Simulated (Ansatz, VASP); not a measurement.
## One calculation of Al, two programs

```xyz
1
Lattice="0.0000 2.0250 2.0250 2.0250 0.0000 2.0250 2.0250 2.0250 0.0000" Properties=species:S:1:pos:R:3 pbc="T T T"
Al    0.0000    0.0000    0.0000
```

Alike in both runs: task single point; functional PBE; k mesh 8 × 8 × 8; occupations gaussian, width 0.05 eV; no spin polarisation.

|  | VASP | Ansatz |
| --- | --- | --- |
| version | VASP 6.6.1 | Ansatz 0.2.0 |
| potentials or method | VASP PAW PBE potentials, release 64 (Al), cutoff 520 eV | scalar-relativistic, plane waves, PAW |
| valence electrons in the cell | 3 | 3 |

Ansatz gave:

| Property | Result |
| --- | --- |
| gap on the k mesh at the Fermi level (eV) | none |
| pressure (GPa) | -0.4 |

Task: Which values does VASP return?

Result: gap on the k mesh at the Fermi level (eV): none; pressure (GPa): -0.5.

A gap of «none» marks a metal or a gap that the smearing closes.
